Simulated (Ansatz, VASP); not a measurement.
Li: VASP beside Ansatz

```xyz
1
Lattice="0.0000 2.1186 2.1186 2.1186 0.0000 2.1186 2.1186 2.1186 0.0000" Properties=species:S:1:pos:R:3 pbc="T T T"
Li    0.0000    0.0000    0.0000
```

Alike in both runs: functional LDA; k mesh 8 × 8 × 8; occupations gaussian, width 0.15 eV; no spin polarisation.

Ansatz relaxed the structure, and its values are those at the end. VASP's run is a single point on that final structure, the one shown.

|  | VASP | Ansatz |
| --- | --- | --- |
| version | VASP 6.6.1 | Ansatz 0.2.0 |
| potentials or method | VASP PAW LDA potentials, release 64 (Li_sv) | plane waves, PAW |
| plane-wave cutoff (eV) | 750 | 420 |
| valence electrons in the cell | 3 | 3 |

```csv
,VASP,Ansatz,Ansatz less VASP
pressure (GPa),-0.1,0.0,+0.15
```

LDA's correlation is that of Perdew and Zunger in VASP and of Perdew and Wang (1992) in Ansatz.
